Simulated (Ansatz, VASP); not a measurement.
**ZnSe: VASP beside Ansatz**

```
Zn Se
1.0
     3.70251    0.00000    0.00000
    -1.85126    3.20647    0.00000
     0.00000    0.00000    6.00672
Zn Se
2 2
Direct
  0.00000 0.00000 0.00000
  0.00000 0.00000 0.50000
  0.33333 0.66667 0.25000
  0.66667 0.33333 0.75000
```

Alike in both runs: task single point; functional r2SCAN; k mesh 6 × 6 × 4; occupations fermi-dirac, width 0.02 eV; no spin polarisation.

|  | VASP | Ansatz |
| --- | --- | --- |
| version | VASP 6.6.1 | Ansatz 0.2.0 |
| potentials or method | VASP PAW PBE potentials, release 64 (Zn, Se) | plane waves, PAW |
| plane-wave cutoff (eV) | 520 | 500 |
| valence electrons in the cell | 36 | 56 |

|  | VASP | Ansatz | Ansatz less VASP |
| --- | --- | --- | --- |
| pressure (GPa) | 5.9 | 5.7 | -0.20 |
| traceless stress, the component that is largest in VASP (GPa) | 0.45 | 0.36 | -0.096 |

VASP's potentials were made for PBE, not for r2SCAN. With one functional, cell and mesh, what is left measures potentials, basis and numerics. VASP's potentials hold 36 valence electrons a cell and Ansatz's 56, so a difference there can come from the potentials and not from the codes.
